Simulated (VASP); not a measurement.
# MgCd2Se3 (I4/mmm) in VASP: a series of runs, part 2 of 2

VASP 6.6.1.

### 3 Single point, PBE

This run uses another cell than the first one, of 22.83 Å³/atom.

The input, INCAR:

```
SYSTEM = MgCd2Se3
PREC     = Accurate       ! precision mode
ENCUT    = 520            ! plane-wave cutoff, eV
EDIFF    = 1E-6           ! SCF threshold, eV
ISMEAR   = 0              ! smearing method
SIGMA    = 0.1            ! smearing width, eV
LREAL    = .False.        ! projectors in reciprocal space
LASPH    = .True.         ! aspherical terms in the spheres
NELM     = 100            ! most SCF steps
ALGO     = Normal         ! electronic algorithm
ISIF     = 2              ! what is computed and relaxed
LWAVE    = .False.        ! write WAVECAR
LCHARG   = .True.         ! write CHGCAR
GGA      = PE             ! functional
LELF     = .True.         ! ELF
LVHAR    = .True.       
NBANDS   = 31             ! bands
```

The input, KPOINTS:

```
Automatic mesh
0
Gamma
  6 6 6
  0 0 0
```

The input, POSCAR:

```
MgCd2Se3
1.0
   -2.0052467005      2.0052467005      8.5169928169
    2.0052467005     -2.0052467005      8.5169928169
    2.0052467005      2.0052467005     -8.5169928169
Mg Cd Se
1 2 3
Direct
    0.5000000000      0.5000000000      0.0000000000
    0.8331835308      0.8331835308      0.0000000000
    0.1668164692      0.1668164692      0.0000000000
    0.0000000000      0.0000000000      0.0000000000
    0.6637538547      0.6637538547      0.0000000000
    0.3362461453      0.3362461453      0.0000000000
```

Potentials or basis: VASP PAW PBE potentials, release 64 (Mg, Cd, Se).

Command:

```bash
cat potpaw_PBE.64/Mg/POTCAR potpaw_PBE.64/Cd/POTCAR potpaw_PBE.64/Se/POTCAR > POTCAR
mpirun -np 1 vasp_std > vasp.out
```

OUTCAR:

```text
SYSTEM = MgCd2Se3
   PREC = Accurate
   ENCUT = 520
   EDIFF = 1E-6
   ISMEAR = 0
   LREAL = .False.
   LASPH = .True.
   NELM = 100
   ISIF = 2
   GGA = PE

 ion  position               nearest neighbor table
   1  0.500  0.500  0.000-   5 2.79   6 2.79   4 2.84   4 2.84   4 2.84   4 2.84
   2  0.833  0.833  0.000-   6 2.84   6 2.84   6 2.84   6 2.84   4 2.84   5 2.89
   3  0.167  0.167  0.000-   5 2.84   5 2.84   5 2.84   5 2.84   4 2.84   6 2.89
   4  0.000  0.000  0.000-   1 2.84   1 2.84   1 2.84   1 2.84   3 2.84   2 2.84
   5  0.664  0.664  0.000-   1 2.79   3 2.84   3 2.84   3 2.84   3 2.84   2 2.89
   6  0.336  0.336  0.000-   1 2.79   2 2.84   2 2.84   2 2.84   2 2.84   3 2.89

  LATTYP: Found a body centered tetragonal cell.
 ALAT       =     4.0104934010
 C/A-ratio  =     4.2473541110

  Lattice vectors:

 A1 = (  -2.0052467005,   2.0052467005,   8.5169928169)
 A2 = (   2.0052467005,  -2.0052467005,   8.5169928169)
 A3 = (   2.0052467005,   2.0052467005,  -8.5169928169)

Analysis of symmetry for initial positions (statically):
=====================================================================
 Subroutine PRICEL returns:
 Original cell was already a primitive cell.

[... 183 lines left out ...]
 Fermi energy:         2.6441020461

 k-point     1 :       0.0000    0.0000    0.0000
  band No.  band energies     occupation
      1     -10.3729      2.00000
      2      -9.7940      2.00000
      3      -9.4573      2.00000
      4      -5.4576      2.00000
      5      -5.3996      2.00000
      6      -5.3644      2.00000
[... 805 lines left out ...]
     30      10.0514      0.00000
     31      10.1439      0.00000

 [... further k-points ...]

------------------------ aborting loop because EDIFF is reached ----------------------------------------

  FORCE on cell =-STRESS in cart. coord.  units (eV):
  Direction    XX          YY          ZZ          XY          YZ          ZX
  --------------------------------------------------------------------------------------
  -------------------------------------------------------------------------------------
  Total        0.1510012      0.1510012      0.1316047      0.0000000      0.0000000      0.0000000
  in kB        1.7660750      1.7660750      1.5392173      0.0000000      0.0000000      0.0000000
  external PRESSURE =       1.6904557 kB  Pullay stress =       0.0000000 kB

 VOLUME and BASIS-vectors are now :
 -----------------------------------------------------------------------------
  energy-cutoff  :      520.00
  volume of cell :      136.99
      direct lattice vectors                 reciprocal lattice vectors
    -2.005246700  2.005246700  8.516992817     0.000000000  0.249345878  0.058706167
     2.005246700 -2.005246700  8.516992817     0.249345878  0.000000000  0.058706167
     2.005246700  2.005246700 -8.516992817     0.249345878  0.249345878  0.000000000

 POSITION                                       TOTAL-FORCE (eV/Angst)
 -----------------------------------------------------------------------------------
      0.00000      0.00000      8.51699        -0.000000     -0.000000     -0.000000
      0.00000      0.00000     14.19244        -0.000000     -0.000000      0.010687
      0.00000      0.00000      2.84155         0.000000      0.000000     -0.010687
      0.00000      0.00000      0.00000        -0.000000     -0.000000     -0.000000
      0.00000      0.00000     11.30637         0.000000      0.000000     -0.029177
      0.00000      0.00000      5.72761        -0.000000     -0.000000      0.029177
 -----------------------------------------------------------------------------------
    total drift:                               -0.000000     -0.000000      0.000000

  FREE ENERGIE OF THE ION-ELECTRON SYSTEM (eV)
  ---------------------------------------------------
  free  energy   TOTEN  =       -17.7929148723 eV

  energy  without entropy=      -17.7897928846  energy(sigma->0) =      -17.79135388
```

Wall time 11 min (1 thread of Intel Xeon Platinum 8375C at 2.90GHz (Ice Lake), shared host); peak memory 0.73 GiB.

What came out:

```
Free energy            : -17.7929 eV
Pressure               : 0.2 GPa
Largest force          : 0.029 eV/Å
Band gap on the k mesh : zero (bands 22 and 23 overlap by 0.06 eV)
```

Forces on the atoms (eV/Å):
```
Mg   0.000  0.000  0.000
Cd   0.000  0.000  0.011
Cd   0.000  0.000 -0.011
Se   0.000  0.000  0.000
Se   0.000  0.000 -0.029
Se   0.000  0.000  0.029
```

Caveat: semilocal functionals underestimate gaps, so a narrow gap can read as zero.

### 4 Single point, PBE

The input, INCAR:

```
PREC = Accurate
ENCUT = 520
EDIFF = 1E-6
ISMEAR = 0
SIGMA = 0.1
LREAL = F
LASPH = T
NELM = 100
ALGO = Normal
ISIF = 2
LWAVE = F
LCHARG = F
GGA = PE
NBANDS = 31
```

The input, KPOINTS:

```
Automatic mesh
0
Gamma
  6 6 6
```

The input, POSCAR:

```
MgCd2Se3
1.0
   -2.0665107800      2.0665107800      8.7674627100
    2.0665107800     -2.0665107800      8.7674627100
    2.0665107800      2.0665107800     -8.7674627100
Mg Cd Se
1 2 3
Direct
    0.5000000000      0.5000000000      0.0000000000
    0.8333333300      0.8333333300      0.0000000000
    0.1666666700      0.1666666700      0.0000000000
    0.0000000000      0.0000000000      0.0000000000
    0.6666666700      0.6666666700      0.0000000000
    0.3333333300      0.3333333300      0.0000000000
```

Potentials or basis: VASP PAW PBE potentials, release 64 (Mg, Cd, Se).

Command:

```bash
cat potpaw_PBE.64/Mg/POTCAR potpaw_PBE.64/Cd/POTCAR potpaw_PBE.64/Se/POTCAR > POTCAR
mpirun -np 1 vasp_std > vasp.out
```

OUTCAR:

```text
PREC = Accurate
   ENCUT = 520
   EDIFF = 1E-6
   ISMEAR = 0
   LREAL = F
   LASPH = T
   NELM = 100
   ISIF = 2
   GGA = PE

 ion  position               nearest neighbor table
   1  0.500  0.500  0.000-   4 2.92   4 2.92   4 2.92   4 2.92   6 2.92   5 2.92
   2  0.833  0.833  0.000-   5 2.92   6 2.92   6 2.92   6 2.92   6 2.92   4 2.92
   3  0.167  0.167  0.000-   6 2.92   5 2.92   5 2.92   5 2.92   5 2.92   4 2.92
   4  0.000  0.000  0.000-   1 2.92   1 2.92   1 2.92   1 2.92   3 2.92   2 2.92
   5  0.667  0.667  0.000-   2 2.92   3 2.92   3 2.92   3 2.92   3 2.92   1 2.92
   6  0.333  0.333  0.000-   3 2.92   2 2.92   2 2.92   2 2.92   2 2.92   1 2.92
[... 1025 lines left out ...]
  Total       -4.0139354     -4.0139354     -3.9120377      0.0000000      0.0000000      0.0000000
  in kB      -42.9409538    -42.9409538    -41.8508560      0.0000000      0.0000000      0.0000000
  external PRESSURE =     -42.5775879 kB  Pullay stress =       0.0000000 kB

 VOLUME and BASIS-vectors are now :
 -----------------------------------------------------------------------------
  energy-cutoff  :      520.00
  volume of cell :      149.76
      direct lattice vectors                 reciprocal lattice vectors
    -2.066510780  2.066510780  8.767462710     0.000000000  0.241953734  0.057029042
     2.066510780 -2.066510780  8.767462710     0.241953734  0.000000000  0.057029042
     2.066510780  2.066510780 -8.767462710     0.241953734  0.241953734  0.000000000

 POSITION                                       TOTAL-FORCE (eV/Angst)
 -----------------------------------------------------------------------------------
      0.00000      0.00000      8.76746        -0.000000     -0.000000     -0.000000
      0.00000      0.00000     14.61244        -0.000000     -0.000000      0.017820
      0.00000      0.00000      2.92249        -0.000000     -0.000000     -0.017820
      0.00000      0.00000      0.00000        -0.000000     -0.000000     -0.000000
      0.00000      0.00000     11.68995         0.000000      0.000000     -0.201119
      0.00000      0.00000      5.84498         0.000000      0.000000      0.201119
 -----------------------------------------------------------------------------------
    total drift:                                0.000000     -0.000000     -0.000000

  FREE ENERGIE OF THE ION-ELECTRON SYSTEM (eV)
  ---------------------------------------------------
  free  energy   TOTEN  =       -17.6022683795 eV

  energy  without entropy=      -17.5989922893  energy(sigma->0) =      -17.60063033
```

stdout:

```text
POSCAR found type information on POSCAR MgCdSe
 POSCAR found :  3 types and       6 ions
 scaLAPACK will be used
 LDA part: xc-table for (Slater+PW92), standard interpolation
 POSCAR, INCAR and KPOINTS ok, starting setup
 FFT: planning ... GRIDC
 FFT: planning ... GRID_SOFT
 FFT: planning ... GRID
 WAVECAR not read
 entering main loop
```

Wall time 10 min (1 thread of Intel Xeon Platinum 8375C at 2.90GHz (Ice Lake), shared host); peak memory 0.73 GiB.

What came out:

```
Free energy            : -17.6023 eV
Pressure               : -4.3 GPa
Largest force          : 0.201 eV/Å
Band gap on the k mesh : zero (bands 22 and 23 overlap by 0.02 eV)
```

Forces on the atoms (eV/Å):
```
Mg   0.000  0.000  0.000
Cd   0.000  0.000  0.018
Cd   0.000  0.000 -0.018
Se   0.000  0.000  0.000
Se   0.000  0.000 -0.201
Se   0.000  0.000  0.201
```

Levels at points of the mesh, in eV from the Fermi level:
```tsv
k point	band 20	band 21	band 22	band 23	band 24	band 25
(0.00, 0.00, 0.00)	-0.51	-0.50	-0.50	0.08	0.96	1.79
(0.50, 0.00, 0.00)	-0.30	-0.15	-0.13	3.06	3.81	3.90
(0.50, 0.50, 0.00)	-2.34	-1.84	-1.84	-0.05	1.77	2.37
(0.50, 0.50, 0.50)	-0.92	-0.80	-0.80	-0.01	2.36	2.72
```

Caveat: the cell stands under tension; semilocal functionals underestimate gaps, so a narrow gap can read as zero.

### 5 Summary

```csv
task,cell,cutoff (eV),gap on the mesh (eV),pressure (GPa),largest force (eV/Å)
relaxation of cell and atoms,"relaxed from a = 9.242 Å, angles 154.2, 154.2, 36.9°, 6 atoms, atomic positions A",600,none,0.1,0.02
single point,"a = 8.977 Å, angles 154.2, 154.2, 36.8°, 6 atoms, atomic positions B",520,none,0.2,0.03
single point,"a = 9.242 Å, angles 154.2, 154.2, 36.9°, 6 atoms, atomic positions A",520,none,-4.3,0.20
```

Alike in all rows: level PBE; potentials or basis VASP PAW PBE potentials, release 64 (Mg, Cd, Se); no spin polarisation; k mesh 6 × 6 × 6; smearing gaussian 0.1 eV.

Caveats: semilocal functionals underestimate gaps, so a narrow gap can read as zero; the cell stands under tension (at least some runs).

Absolute energies hang on the potentials; compare differences alone.
